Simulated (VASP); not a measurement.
Input of a VASP 6.6.1 run:

POSCAR

```
LiF
1.0
    0.0000000000      2.0050000000      2.0050000000
    2.0050000000      0.0000000000      2.0050000000
    2.0050000000      2.0050000000      0.0000000000
Li F
1 1
Direct
    0.0000000000      0.0000000000      0.0000000000
    0.5000000000      0.5000000000      0.5000000000
```

Contents of INCAR.step1:

```
SYSTEM = LiF
ALGO     = Normal         ! electronic algorithm
EDIFF    = 1E-8           ! SCF threshold, eV
ENCUT    = 500            ! plane-wave cutoff, eV
GGA      = PE             ! functional
ISMEAR   = 0              ! smearing method
LASPH    = .True.         ! aspherical terms in the spheres
LCHARG   = .False.        ! write CHGCAR
LREAL    = .False.        ! projectors in reciprocal space
LWAVE    = .True.         ! write WAVECAR
NELM     = 80             ! most SCF steps
PREC     = Accurate       ! precision mode
SIGMA    = 0.01           ! smearing width, eV
```

The input INCAR.step2:

```
SYSTEM = LiF
ALGO     = Exact          ! electronic algorithm
EDIFF    = 1E-8           ! SCF threshold, eV
ENCUT    = 500            ! plane-wave cutoff, eV
GGA      = PE             ! functional
ISMEAR   = 0              ! smearing method
ISTART   = 1            
LASPH    = .True.         ! aspherical terms in the spheres
LCHARG   = .False.        ! write CHGCAR
LOPTICS  = .True.         ! frequency-dependent dielectric function
LREAL    = .False.        ! projectors in reciprocal space
LWAVE    = .True.         ! write WAVECAR
NBANDS   = 161            ! bands
NELM     = 1              ! most SCF steps
PREC     = Accurate       ! precision mode
SIGMA    = 0.01           ! smearing width, eV
```

INCAR.step3

```
SYSTEM = LiF
ALGO     = EVGW0          ! electronic algorithm
EDIFF    = 1E-8           ! SCF threshold, eV
ENCUT    = 500            ! plane-wave cutoff, eV
ENCUTGW  = 180.0          ! cutoff of the response function
GGA      = PE             ! functional
ISMEAR   = 0              ! smearing method
ISTART   = 1            
LASPH    = .True.         ! aspherical terms in the spheres
LCHARG   = .False.        ! write CHGCAR
LREAL    = .False.        ! projectors in reciprocal space
LWAVE    = .False.        ! write WAVECAR
NBANDS   = 161            ! bands
NBANDSGW = 12           
NELMGW   = 1            
NOMEGA   = 96             ! frequency points
OMEGAMAX = 30           
PREC     = Accurate       ! precision mode
PRECFOCK = Fast         
SIGMA    = 0.01           ! smearing width, eV
```

The input KPOINTS:

```
k-points
0
Gamma
  2 2 2
  0 0 0
```

Potentials or basis: VASP PAW PBE potentials, release 64 (Li_GW, F_GW).

The run is started by

```console
$ cat potpaw_PBE.64/Li_GW/POTCAR potpaw_PBE.64/F_GW/POTCAR > POTCAR
$ cp INCAR.step1 INCAR
$ mpirun -np 1 vasp_std > vasp.out
$ cp INCAR.step2 INCAR
$ mpirun -np 1 vasp_std > vasp.out
$ cp INCAR.step3 INCAR
$ mpirun -np 1 vasp_std > vasp.out
```

Problem. What does it give for the quasiparticle gap?

Solution. 13.20 eV.

Problem. Estimate the least direct quasiparticle gap.

Solution. 13.20 eV.

Problem. Predict the least direct gap of the starting levels on the mesh.

Solution. 9.01 eV.

Problem. Predict the band gap of the starting levels on the mesh.

Solution. 9.01 eV.

Caveat: the k points lie up to 1.36 Å⁻¹ apart; bands, screening cutoff and mesh are small and nothing is extrapolated, so the quasiparticle values aren't converged.
